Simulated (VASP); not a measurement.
# CO in VASP: single point with PBE+D3(BJ)

Aim: the single point of CO with PBE+D3(BJ).

Everything below comes from runs of VASP 6.6.1. Logs are shortened: lines on timing, memory, paths and dates and some standing lists are left out, and cuts for length are marked.

## Step 1: The cell of the first run

The cell holds a molecule in a box, 2 atoms: a = 15.000 Å, b = 15.500 Å, c = 16.000 Å, α = 90.00°, β = 90.00°, γ = 90.00°.

## Step 2: Single point, PBE+D3(BJ)

INCAR

```
SYSTEM = CO
PREC = Accurate
ENCUT = 1000
EDIFF = 1E-6
ISMEAR = 0
SIGMA = 0.005
LREAL = .False.
LASPH = .True.
NELM = 120
ALGO = Normal
ISIF = 2
LWAVE = .False.
LCHARG = .True.
GGA = PE
IVDW = 12
LELF = .True.
LVHAR = .True.
ISYM = 0
NBANDS = 12
GGA_COMPAT = .False.
NELMDL = -8
```

KPOINTS

```
regular mesh
0
Gamma
  1 1 1
  0 0 0
```

POSCAR

```
CO
1.0
   15.0000000000      0.0000000000      0.0000000000
    0.0000000000     15.5000000000      0.0000000000
    0.0000000000      0.0000000000     16.0000000000
C O
1 1
Direct
    0.5018288959      0.4990307551      0.4645799185
    0.4981711041      0.5009692449      0.5354200815
```

Potentials or basis: VASP PAW PBE potentials, release 64 (C_h, O_h).

Started as:

```console
$ cat potpaw_PBE.64/C_h/POTCAR potpaw_PBE.64/O_h/POTCAR > POTCAR
$ mpirun -np 1 vasp_gam > vasp.out
```

OUTCAR:

```text
SYSTEM = CO
   PREC = Accurate
   ENCUT = 1000
   EDIFF = 1E-6
   ISMEAR = 0
   LREAL = .False.
   LASPH = .True.
   NELM = 120
   ISIF = 2
   GGA = PE
   IVDW = 12
   ISYM = 0
   NELMDL = -8
 IVDW          = 12

 ion  position               nearest neighbor table
   1  0.502  0.499  0.465-   2 1.14
   2  0.498  0.501  0.535-   1 1.14

IMPORTANT INFORMATION: All symmetrisations will be switched off!
NOSYMM: (Re-)initialisation of all symmetry stuff for point group C_1.

----------------------------------------------------------------------------------------

                                     Primitive cell

  volume of cell :    3720.0000

  direct lattice vectors                    reciprocal lattice vectors
    15.000000000  0.000000000  0.000000000     0.066666667  0.000000000  0.000000000
     0.000000000 15.500000000  0.000000000     0.000000000  0.064516129  0.000000000
     0.000000000  0.000000000 16.000000000     0.000000000  0.000000000  0.062500000

  length of vectors
    15.000000000 15.500000000 16.000000000     0.066666667  0.064516129  0.062500000

  position of ions in fractional coordinates (direct lattice)
     0.501828896  0.499030755  0.464579919
     0.498171104  0.500969245  0.535420081

  ion indices of the primitive-cell ions
   primitive index   ion index
                 1           1
                 2           2

----------------------------------------------------------------------------------------

 KPOINTS: regular mesh

Automatic generation of k-mesh.
 Grid dimensions read from file:
 generate k-points for:    1    1    1

 Generating k-lattice:

  Cartesian coordinates                     Fractional coordinates (reciprocal lattice)
     0.066666667  0.000000000  0.000000000     1.000000000  0.000000000  0.000000000
     0.000000000  0.064516129  0.000000000     0.000000000  1.000000000  0.000000000
     0.000000000  0.000000000  0.062500000     0.000000000  0.000000000  1.000000000

  Length of vectors
     0.066666667  0.064516129  0.062500000

  Shift w.r.t. Gamma in fractional coordinates (k-lattice)
     0.000000000  0.000000000  0.000000000

 Subroutine IBZKPT returns following result:
 ===========================================

 Found      1 irreducible k-points:

 Following reciprocal coordinates:
            Coordinates               Weight
  0.000000  0.000000  0.000000      1.000000
   k-points           NKPTS =      1   k-points in BZ     NKDIM =      1   number of bands    NBANDS=     12
   number of dos      NEDOS =    301   number of ions     NIONS =      2
   total plane-waves  NPLWV = ******
   dimension x,y,z NGX =   160 NGY =  160 NGZ =  168
   dimension x,y,z NGXF=   320 NGYF=  320 NGZF=  336
   ions per type =               1   1
   NGX,Y,Z   is equivalent  to a cutoff of  17.73, 17.16, 17.46 a.u.
   NGXF,Y,Z  is equivalent  to a cutoff of  35.47, 34.32, 34.91 a.u.
 SYSTEM =  CO
   PREC   = accura    normal or accurate (medium, high low for compatibility)
   ISTART =      0    job   : 0-new  1-cont  2-samecut
   ICHARG =      2    charge: 1-file 2-atom 10-const
   ISPIN  =      1    spin polarized calculation?
   LNONCOLLINEAR =      F non collinear calculations
   LSORBIT =      F    spin-orbit coupling
   LASPH  =      T    aspherical Exc in radial PAW
   ENCUT  = 1000.0 eV  73.50 Ry    8.57 a.u.  38.68 39.97 41.25*2*pi/ulx,y,z
   NELM   =    120;   NELMIN=  2; NELMDL= -8     # of ELM steps
   EDIFF  = 0.1E-05   stopping-criterion for ELM
   LREAL  =      F    real-space projection
   EDIFFG = 0.1E-04   stopping-criterion for IOM
   NSW    =      0    number of steps for IOM
   IBRION =     -1    ionic relax: 0-MD 1-quasi-New 2-CG
   NFREE  =      0    steps in history (QN), initial steepest desc. (CG)
   ISIF   =      2    stress and relaxation
   ISYM   =      0    0-nonsym 1-usesym 2-fastsym
   POTIM  = 0.5000    time-step for ionic-motion
   TEBEG  =    0.0;   TEEND  =   0.0 temperature during run
   PSTRESS=    0.0 pullay stress
   NELECT =      10.0000    total number of electrons
   NUPDOWN=      -1.0000    fix difference up-down
   EMIN   =  10.00;   EMAX   =-10.00  energy-range for DOS
   EFERMI =   0.00;   METHOD = LEGACY
   ISMEAR =     0;   SIGMA  =   0.01  broadening in eV -4-tet -1-fermi 0-gaus
   EFERMI_NEDOS =   21; number of points for ismear=-14 and -15
   IALGO  =     38    algorithm
   IMIX   =      4    mixing-type and parameters
     AMIX     =   0.40;   BMIX     =  1.00
     AMIX_MAG =   1.60;   BMIX_MAG =  1.00
  volume/ion in A,a.u.               =    1860.00     12551.90
  Fermi-wavevector in a.u.,A,eV,Ry     =   0.227629  0.430156  0.704984  0.051815
  Thomas-Fermi vector in A             =   1.017343
   LORBIT       =      0    0 simple, 1 ext, 2 COOP (PROOUT), +10 PAW based schemes
   GGA     = PE    functional components
   LHFCALC =     F    Hartree Fock is set to
   AEXX    =    0.0000 exact exchange contribution
   IVDW    =    12    specifies the selected vdW correction
   LEPSILON=     F    determine dielectric tensor
   LRPA    =     F    only Hartree local field effects (RPA)
 non-spin polarized calculation
 Gauss-broadening in eV      SIGMA  =   0.01
  energy-cutoff  :     1000.00
  volume of cell :     3720.00
 maximum number of plane-waves:    133573
 NGX is ok and might be reduce to   160
   NGX = 77   NGY = 79   NGZ = 83

 number of electron       9.9999999 magnetization

 number of electron      10.0000000 magnetization

 Free energy of the ion-electron system (eV)
  ---------------------------------------------------
  ext. energy  EPLUGINS =         0.00000000
  ---------------------------------------------------
  free energy    TOTEN  =       -14.95092557 eV

  energy without entropy =      -14.95092557  energy(sigma->0) =      -14.95092557

 E-fermi :  -8.9163     XC(G=0):  -0.1882

 val. band max:       -9.0087280108   @ k =   0.0000   0.0000   0.0000
 cond. band min:      -2.0248909754   @ k =   0.0000   0.0000   0.0000
 fundamental gap:      6.9838370354
 Fermi energy:        -8.9163343034

 k-point     1 :       0.0000    0.0000    0.0000
  band No.  band energies     occupation
      1     -29.2113      2.00000
      2     -14.0830      2.00000
      3     -11.7513      2.00000
      4     -11.7512      2.00000
      5      -9.0087      2.00000
      6      -2.0249      0.00000
      7      -2.0249      0.00000
      8      -0.1299      0.00000
      9       0.3626      0.00000
     10       0.4853      0.00000
     11       0.5262      0.00000
     12       0.6087      0.00000

------------------------ aborting loop because EDIFF is reached ----------------------------------------

 Edisp (eV)   -0.01120

 E8    (eV) :    -0.0034

  FORCE on cell =-STRESS in cart. coord.  units (eV):
  Direction    XX          YY          ZZ          XY          YZ          ZX
  --------------------------------------------------------------------------------------
  -------------------------------------------------------------------------------------
  Total      -0.00931    -0.00969     0.03688    -0.00007     0.00130    -0.00225
  in kB      -0.00401    -0.00417     0.01588    -0.00003     0.00056    -0.00097
  external pressure =        0.00 kB  Pullay stress =        0.00 kB

 VOLUME and BASIS-vectors are now :
 -----------------------------------------------------------------------------
  energy-cutoff  :     1000.00
  volume of cell :     3720.00
      direct lattice vectors                 reciprocal lattice vectors
    15.000000000  0.000000000  0.000000000     0.066666667  0.000000000  0.000000000
     0.000000000 15.500000000  0.000000000     0.000000000  0.064516129  0.000000000
     0.000000000  0.000000000 16.000000000     0.000000000  0.000000000  0.062500000

 POSITION                                       TOTAL-FORCE (eV/Angst)
 -----------------------------------------------------------------------------------
      7.52743      7.73498      7.43328         0.001910     -0.001027     -0.042018
      7.47257      7.76502      8.56672        -0.001910      0.001027      0.042018
 -----------------------------------------------------------------------------------
    total drift:                                0.000299     -0.000180     -0.000429

  FREE ENERGIE OF THE ION-ELECTRON SYSTEM (eV)
  ---------------------------------------------------
  free  energy   TOTEN  =       -14.9621249654 eV

  energy  without entropy=      -14.9621249654  energy(sigma->0) =      -14.96212497
```

Run time: 14 min. Hardware: 1 thread of Intel Xeon Platinum 8488C (Sapphire Rapids), shared host; peak memory 5.4 GiB.

What came out:

```yaml
Free_energy: -14.9621 eV
Largest_force: 0.042 eV/Å
Gap_between_the_frontier_levels: 6.98 eV
Dispersion_energy_per_atom: -0.006 eV
```

Forces on the atoms (eV/Å):
```
C    0.002 -0.001 -0.042
O   -0.002  0.001  0.042
```
